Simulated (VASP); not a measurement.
# MgS (Fm-3m) in VASP: notebook

Runs on MgS. Level: PBEsol. Tasks: vibrations by perturbation theory.

All numbers are computed with VASP 6.6.1; they aren't measurements. Logs are shortened: lines on timing, memory, paths and dates and some standing lists are left out, and cuts for length are marked.

**1. The cell of the first run**

The structure is cubic, space group Fm-3m (No. 225). Conventional cell: a = 5.182 Å, b = 5.182 Å, c = 5.182 Å, α = 90.00°, β = 90.00°, γ = 90.00°. Mg (site symmetry m-3m) has 6 S at 2.59 Å within 3.4 Å. Within 3.4 Å of S (site symmetry m-3m) lie 6 Mg at 2.59 Å.

**2. Vibrations by perturbation theory, PBEsol**

File INCAR:

```
SYSTEM = MgS
PREC = Accurate ; ENCUT = 520
EDIFF = 1E-8 ; ISMEAR = 0
SIGMA = 0.01 ; LREAL = .FALSE.
LASPH = .TRUE. ; NELM = 60
ALGO = Normal ; ISIF = 2
LWAVE = .FALSE. ; LCHARG = .FALSE.
GGA = PS ; NBANDS = 11
IBRION = 8 ; NSW = 1
```

File KPOINTS:

```
regular mesh
0
G
  8 8 8
  0 0 0
```

File POSCAR:

```
MgS
1.0
    2.5909610208      2.5909610208      0.0000000000
   -2.5909610208      2.5909610208      0.0000000000
    0.0000000000      2.5909610208      2.5909610208
Mg S
1 1
Direct
    0.0000000000      0.0000000000      0.0000000000
    0.5000000000      0.5000000000      0.0000000000
```

Potentials or basis: VASP PAW PBE potentials, release 64 (Mg, S).

Command:

```bash
cat potpaw_PBE.64/Mg/POTCAR potpaw_PBE.64/S/POTCAR > POTCAR
mpirun -np 1 vasp_std > vasp.out
```

OUTCAR:

```text
SYSTEM = MgS
   PREC = Accurate
   ENCUT = 520
   EDIFF = 1E-8
   ISMEAR = 0
   LREAL = .FALSE.
   LASPH = .TRUE.
   NELM = 60
   ISIF = 2
   GGA = PS
   IBRION = 8
   NSW = 1

 ion  position               nearest neighbor table
   1  0.000  0.000  0.000-   2 2.59   2 2.59   2 2.59   2 2.59   2 2.59   2 2.59
   2  0.500  0.500  0.000-   1 2.59   1 2.59   1 2.59   1 2.59   1 2.59   1 2.59

  LATTYP: Found a face centered cubic cell.
 ALAT       =     5.1819220416

  Lattice vectors:

 A1 = (   0.0000000000,   2.5909610208,   2.5909610208)
 A2 = (   2.5909610208,   0.0000000000,   2.5909610208)
 A3 = (   2.5909610208,   2.5909610208,   0.0000000000)

Analysis of symmetry for initial positions (statically):
=====================================================================
 Subroutine PRICEL returns:
 Original cell was already a primitive cell.

 Routine SETGRP: Setting up the symmetry group for a
 face centered cubic supercell.

 Subroutine GETGRP returns: Found 48 space group operations
 (whereof 48 operations were pure point group operations)
 out of a pool of 48 trial point group operations.

The static configuration has the point symmetry O_h .

Analysis of symmetry for dynamics (positions and initial velocities):
=====================================================================
 Subroutine PRICEL returns:
 Original cell was already a primitive cell.

 Routine SETGRP: Setting up the symmetry group for a
 face centered cubic supercell.

 Subroutine GETGRP returns: Found 48 space group operations
 (whereof 48 operations were pure point group operations)
 out of a pool of 48 trial point group operations.

The dynamic configuration has the point symmetry O_h .

 Subroutine INISYM returns: Found 48 space group operations
 (whereof 48 operations are pure point group operations),
 and found     1 'primitive' translations
[... 497 lines left out ...]
  in kB       -1.9121127     -1.9121127     -1.9121127      0.0000000      0.0000000      0.0000000
  external PRESSURE =      -1.9121127 kB  Pullay stress =       0.0000000 kB

 VOLUME and BASIS-vectors are now :
 -----------------------------------------------------------------------------
  energy-cutoff  :      520.00
  volume of cell :       34.79
      direct lattice vectors                 reciprocal lattice vectors
     2.590961021  2.590961021  0.000000000     0.192978588  0.192978588 -0.192978588
    -2.590961021  2.590961021  0.000000000    -0.192978588  0.192978588 -0.192978588
     0.000000000  2.590961021  2.590961021     0.000000000  0.000000000  0.385957176

 POSITION                                       TOTAL-FORCE (eV/Angst)
 -----------------------------------------------------------------------------------
      0.00000      0.00000      0.00000        -0.000000      0.000000      0.000000
      0.00000      2.59096      0.00000         0.000000     -0.000000      0.000000
 -----------------------------------------------------------------------------------
    total drift:                               -0.000000      0.000000     -0.000000

  FREE ENERGIE OF THE ION-ELECTRON SYSTEM (eV)
  ---------------------------------------------------
  free  energy   TOTEN  =        -9.0750585134 eV

  energy  without entropy=       -9.0750585134  energy(sigma->0) =       -9.07505851

[... ionic steps 2 to 3 ...]

--------------------------------------- Ionic step        4  -------------------------------------------

------------------------ aborting loop because EDIFF is reached ----------------------------------------

[... ionic steps 5 to 6 ...]

--------------------------------------- Ionic step        7  -------------------------------------------

 Free energy of the ion-electron system (eV)
  ---------------------------------------------------
  ---------------------------------------------------
  free energy    TOTEN  =        -0.10609437 eV

  energy without entropy =       -0.10609437

------------------------ aborting loop because EDIFF is reached ----------------------------------------

 INTERNAL STRAIN TENSOR  FOR ION    2  DIRECTION 1   (eV/Angst):
 -----------------------------------------------------------------------------
     0.01714  0.00000  0.00000
    -0.00000 -0.01664  0.00000
    -0.00000  0.00000 -0.01664

 INTERNAL STRAIN TENSOR FOR ION    2 for displacements in x,y,z  (eV/Angst):
          X           Y           Z          XY          YZ          ZX
  --------------------------------------------------------------------------------
  x     0.00000     0.00000     0.00000     0.00000     0.00000     0.00000
  y     0.00000     0.00000     0.00000     0.00000     0.00000     0.00000
  z     0.00000     0.00000     0.00000     0.00000     0.00000     0.00000

 SECOND DERIVATIVES (NOT SYMMETRIZED)
 ------------------------------------
               1X          1Y          1Z          2X          2Y          2Z
  1X    -2.998946   -0.000000    0.000000    2.998946    0.000000   -0.000000
  1Y     0.000000   -2.998946   -0.000000   -0.000000    2.998946    0.000000
  1Z     0.000000    0.000000   -2.998946   -0.000000   -0.000000    2.998946
  2X     2.998031    0.000000    0.000000   -2.998031    0.000000    0.000000
  2Y     0.000000    2.998031    0.000000    0.000000   -2.998031    0.000000
  2Z     0.000000    0.000000    2.998031    0.000000    0.000000   -2.998031

 Eigenvectors and eigenvalues of the dynamical matrix
 ----------------------------------------------------

   1 f  =    7.280549 THz    45.745039 2PiTHz  242.852976 cm-1    30.109918 meV
             X         Y         Z           dx          dy          dz
      0.000000  0.000000  0.000000     0.675952   -0.334667   -0.000000
      0.000000  2.590961  0.000000    -0.588404    0.291321   -0.000000
[... 21 lines left out ...]
   6 f/i=    0.000550 THz     0.003457 2PiTHz    0.018350 cm-1     0.002275 meV
             X         Y         Z           dx          dy          dz
      0.000000  0.000000  0.000000    -0.008768    0.183219   -0.630429
      0.000000  2.590961  0.000000    -0.010073    0.210480   -0.724231

--------------------------------------------------------------------------------------------------------

 ELASTIC MODULI CONTR FROM IONIC RELAXATION (kBar)
 Direction    XX          YY          ZZ          XY          YZ          ZX
 --------------------------------------------------------------------------------
 XX           0.0000      0.0000      0.0000      0.0000      0.0000      0.0000
 YY           0.0000      0.0000      0.0000      0.0000      0.0000      0.0000
 ZZ           0.0000      0.0000      0.0000      0.0000      0.0000      0.0000
 XY           0.0000      0.0000      0.0000      0.0000      0.0000      0.0000
 YZ           0.0000      0.0000      0.0000      0.0000      0.0000      0.0000
 ZX           0.0000      0.0000      0.0000      0.0000      0.0000      0.0000
 --------------------------------------------------------------------------------
```

stdout:

```text
POSCAR found type information on POSCAR MgS
 POSCAR found :  2 types and       2 ions
 scaLAPACK will be used
 -----------------------------------------------------------------------------
|                                                                             |
|                                                                             |
|     You enforced a specific xc type in the INCAR file but a different       |
|     I HOPE YOU KNOW WHAT YOU ARE DOING!                                     |
|                                                                             |
 -----------------------------------------------------------------------------

 LDA part: xc-table for (Slater+PW92), standard interpolation
 POSCAR, INCAR and KPOINTS ok, starting setup
 FFT: planning ... GRIDC
 FFT: planning ... GRID_SOFT
 FFT: planning ... GRID
 WAVECAR not read
 entering main loop
 Linear response reoptimize wavefunctions to high precision
 Linear response DOF=           2
 Linear response progress:
 first order change of Fermi-energy   0.32103E-04
 force on displaced ion       1 direction 1 :  -2.999   0.000  -0.000
 Linear response progress:
 first order change of Fermi-energy  -0.95015E-03
 force on displaced ion       2 direction 1 :  -2.998  -0.000  -0.000
 Linear response finished
```

Wall time 38 s (1 thread of Intel Xeon 6975P-C (Granite Rapids), shared host); peak memory 0.21 GiB.

Results:

```yaml
Highest_phonon_frequency_at_Γ_LO-TO_splitting_left_out: 243 cm⁻¹
```

Phonon frequencies in cm⁻¹ (negative: imaginary):
```tsv
q point	frequencies
(0.000, 0.000, 0.000)	0 0 0 243 243 243
```

Caveat: the PAW data sets were made with another functional, which shifts forces and pressure a little.

**3. Vibrations by perturbation theory, PBEsol**

This run uses another cell than the first one, of 17.87 Å³/atom, 1.027 times its volume.

File INCAR:

```
SYSTEM = MgS
  PREC = Accurate
  ENCUT = 520
  EDIFF = 1E-8
  ISMEAR = 0
  SIGMA = 0.01
  LREAL = .FALSE.
  LASPH = .TRUE.
  NELM = 100
  ALGO = Normal
  ISIF = 2
  LWAVE = .FALSE.
  LCHARG = .FALSE.
  GGA = PS
  IBRION = 8
  NSW = 1
```

File KPOINTS:

```
Automatic mesh
0
G
  8 8 8
  0 0 0
```

File POSCAR:

```
MgS
1.0
    2.6142738393      2.6142738393      0.0000000000
   -2.6142738393      2.6142738393      0.0000000000
    0.0000000000      2.6142738393      2.6142738393
Mg S
1 1
Direct
    0.0000000000      0.0000000000      0.0000000000
    0.5000000000      0.5000000000      0.0000000000
```

Potentials or basis: VASP PAW PBE potentials, release 64 (Mg, S).

Command:

```bash
cat potpaw_PBE.64/Mg/POTCAR potpaw_PBE.64/S/POTCAR > POTCAR
mpirun -np 1 vasp_std > vasp.out
```

OUTCAR:

```text
SYSTEM = MgS
   PREC = Accurate
   ENCUT = 520
   EDIFF = 1E-8
   ISMEAR = 0
   LREAL = .FALSE.
   LASPH = .TRUE.
   NELM = 100
   ISIF = 2
   GGA = PS
   IBRION = 8
   NSW = 1

 ion  position               nearest neighbor table
   1  0.000  0.000  0.000-   2 2.61   2 2.61   2 2.61   2 2.61   2 2.61   2 2.61
   2  0.500  0.500  0.000-   1 2.61   1 2.61   1 2.61   1 2.61   1 2.61   1 2.61

  LATTYP: Found a face centered cubic cell.
 ALAT       =     5.2285476786
[... 522 lines left out ...]
               1X          1Y          1Z          2X          2Y          2Z
  1X    -2.512149   -0.000000    0.000000    2.512149    0.000000   -0.000000
  1Y     0.000000   -2.512149   -0.000000   -0.000000    2.512149    0.000000
  1Z     0.000000   -0.000000   -2.512149   -0.000000    0.000000    2.512149
  2X     2.562537   -0.000000    0.000000   -2.562537    0.000000   -0.000000
  2Y     0.000000    2.562537   -0.000000   -0.000000   -2.562537    0.000000
  2Z     0.000000    0.000000    2.562537   -0.000000   -0.000000   -2.562537

 Eigenvectors and eigenvalues of the dynamical matrix
 ----------------------------------------------------

   1 f  =    6.692774 THz    42.051942 2PiTHz  223.246925 cm-1    27.679079 meV
             X         Y         Z           dx          dy          dz
      0.000000  0.000000  0.000000    -0.000000    0.750972   -0.000000
      0.000000  2.614274  0.000000    -0.000000   -0.660335    0.000000
[... 21 lines left out ...]
   6 f/i=    0.032955 THz     0.207061 2PiTHz    1.099252 cm-1     0.136290 meV
             X         Y         Z           dx          dy          dz
      0.000000  0.000000  0.000000    -0.660335   -0.000000   -0.000000
      0.000000  2.614274  0.000000    -0.750972   -0.000000    0.000000

--------------------------------------------------------------------------------------------------------

 ELASTIC MODULI CONTR FROM IONIC RELAXATION (kBar)
 Direction    XX          YY          ZZ          XY          YZ          ZX
 --------------------------------------------------------------------------------
 XX           0.0000      0.0000      0.0000      0.0000      0.0000      0.0000
 YY           0.0000      0.0000      0.0000      0.0000      0.0000      0.0000
 ZZ           0.0000      0.0000      0.0000      0.0000      0.0000      0.0000
 XY           0.0000      0.0000      0.0000      0.0000      0.0000      0.0000
 YZ           0.0000      0.0000      0.0000      0.0000      0.0000      0.0000
 ZX           0.0000      0.0000      0.0000      0.0000      0.0000      0.0000
 --------------------------------------------------------------------------------
```

OSZICAR:

```text
N       E                     dE             d eps       ncg     rms          rms(c)
DAV:   1     0.246849013188E+02    0.24685E+02   -0.36293E+03   464   0.796E+02
DAV:   2    -0.836893771986E+01   -0.33054E+02   -0.31314E+02   664   0.106E+02
DAV:   3    -0.943769251691E+01   -0.10688E+01   -0.10688E+01   504   0.270E+01
[... 35 lines left out ...]
RMM:   8    -0.106176201373E+00    0.53317E-05   -0.16833E-08  1510   0.839E-04    0.518E-04
RMM:   9    -0.106174923959E+00    0.12774E-05   -0.46971E-09  1584   0.196E-04    0.129E-04
RMM:  10    -0.106174951898E+00   -0.27939E-07   -0.59817E-08  1670   0.401E-05    0.138E-05
RMM:  11    -0.106174891344E+00    0.60554E-07   -0.30169E-08  1568   0.119E-05    0.267E-06
RMM:  12    -0.106174919417E+00   -0.28074E-07   -0.13211E-08  1558   0.689E-06    0.502E-07
RMM:  13    -0.106174923639E+00   -0.42211E-08    0.27772E-09  1154   0.408E-06    0.293E-07
 Linear response finished
```

stdout:

```text
POSCAR found type information on POSCAR MgS
 POSCAR found :  2 types and       2 ions
 scaLAPACK will be used
 -----------------------------------------------------------------------------
|                                                                             |
|                                                                             |
|     You enforced a specific xc type in the INCAR file but a different       |
|     I HOPE YOU KNOW WHAT YOU ARE DOING!                                     |
|                                                                             |
 -----------------------------------------------------------------------------

 LDA part: xc-table for (Slater+PW92), standard interpolation
 POSCAR, INCAR and KPOINTS ok, starting setup
 FFT: planning ... GRIDC
 FFT: planning ... GRID_SOFT
 FFT: planning ... GRID
 WAVECAR not read
 entering main loop
 Linear response reoptimize wavefunctions to high precision
 Linear response DOF=           2
 Linear response progress:
 first order change of Fermi-energy  -0.18042E-03
 force on displaced ion       1 direction 1 :  -2.512  -0.000  -0.000
 Linear response progress:
 first order change of Fermi-energy  -0.65057E-03
 force on displaced ion       2 direction 1 :  -2.563  -0.000   0.000
 Linear response finished
```

Wall time 28 s (1 thread of Intel Xeon 6975P-C (Granite Rapids), shared host); peak memory 0.2 GiB.

Results:

```yaml
Highest_phonon_frequency_at_Γ_LO-TO_splitting_left_out: 223 cm⁻¹
```

Phonon frequencies in cm⁻¹ (negative: imaginary):
| q point | frequencies |
| --- | --- |
| (0.000, 0.000, 0.000) | -1 -1 -1 223 223 223 |

Caveat: the cell wasn't relaxed at this level first, which shifts response properties; the PAW data sets were made with another functional, which shifts forces and pressure a little.
